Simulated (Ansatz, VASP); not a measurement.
# AgI in VASP and in Ansatz

File POSCAR:

```
AgI
1.0
    4.7206348190      0.0000000000      0.0000000000
   -2.3603174095      4.0881896752      0.0000000000
    0.0000000000      0.0000000000      7.4634068909
Ag I
2 2
Direct
    0.3333333333      0.6666666667     -0.0046908123
    0.6666666667      0.3333333333      0.4953091877
    0.3333333333      0.6666666667      0.3796908123
    0.6666666667      0.3333333333      0.8796908123
```

The input INCAR.step1:

```
SYSTEM = AgI
PREC = Accurate
ENCUT = 400
EDIFF = 1E-5
ISMEAR = 0
SIGMA = 0.01
LREAL = .FALSE.
LASPH = .TRUE.
NELM = 120
ALGO = Normal
ISIF = 2
LWAVE = .TRUE.
GGA = PE
NBANDS = 26
GGA_COMPAT = .FALSE.
KPAR = 4
```

The input INCAR.step2:

```
SYSTEM = AgI
PREC = Accurate
ENCUT = 400
EDIFF = 1E-6
ISMEAR = 0
SIGMA = 0.01
LREAL = .FALSE.
LASPH = .TRUE.
NELM = 120
ALGO = Normal
ISIF = 2
LWAVE = .FALSE.
LCHARG = .TRUE.
GGA = PE
LHFCALC = .TRUE.
HFSCREEN = 0.2079
PRECFOCK = Normal
LVHAR = .TRUE.
ISTART = 1
NBANDS = 26
GGA_COMPAT = .FALSE.
KPAR = 4
```

The input KPOINTS:

```
regular mesh
0
G
  6 6 2
  0 0 0
```

Input for Ansatz:

```yaml
crystal:
  lattice:
    - [4.720634819, 0.0, 0.0]
    - [-2.3603174095, 4.0881896752, 0.0]
    - [0.0, 0.0, 7.4634068909]
  atoms:
    - { symbol: Ag, position: [0.3333333333, 0.6666666667, -0.0046908123] }
    - { symbol: Ag, position: [0.6666666667, 0.3333333333, 0.4953091877] }
    - { symbol: I, position: [0.3333333333, 0.6666666667, 0.3796908123] }
    - { symbol: I, position: [0.6666666667, 0.3333333333, 0.8796908123] }
kpoints:
  mp_grid: { grid: [6, 6, 2] }
  band_path:
    path:
      - [0.0, 0.0, 0.0]
      - [0.5, 0.0, 0.0]
      - [0.3333333333, 0.3333333333, 0.0]
      - [0.0, 0.0, 0.5]
      - [0.5, 0.0, 0.5]
      - [0.3333333333, 0.3333333333, 0.5]
    npoints: 1
hamiltonian:
  xc: hse06
scf:
  occupations: { method: fixed }
  n_extra_bands: 5
output:
  forces: true
  stress: true
  eigenvalues: true
```

Change from the starting cell: epitaxial_xy strain +1.5%.

Alike in both runs: task single point; functional HSE06; k mesh 6 × 6 × 2; no spin polarisation.

|  | VASP | Ansatz |
| --- | --- | --- |
| version | VASP 6.6.1 | Ansatz 0.2.0 |
| potentials or method | VASP PAW PBE potentials, release 64 (Ag, I) | plane waves, PAW |
| plane-wave cutoff (eV) | 400 | 420 |
| occupations | gaussian, width 0.01 eV | fixed |
| valence electrons in the cell | 36 | 72 |

VASP gave:

```
gap on the k mesh at the Fermi level (eV)                     : 2.53
pressure (GPa)                                                : 0.0
traceless stress, the component that is largest in VASP (GPa) : 0.35
rms of the force components (eV/Å)                            : 0.004
```

Problem. Estimate Ansatz's values.

Solution. gap on the k mesh at the Fermi level (eV): 2.55; pressure (GPa): 0.2; traceless stress, the component that is largest in VASP (GPa): 0.35; rms of the force components (eV/Å): 0.004.

Atom by atom the forces differ by 0.000 eV/Å (rms over components). VASP's potentials hold 36 valence electrons a cell and Ansatz's 72, so a difference there can come from the potentials and not from the codes. Ansatz's warnings: stress exchange threshold loose, stress scf threshold loose.

The k mesh is coarse, so the values compare programs but aren't converged. Spin-orbit coupling is off throughout.
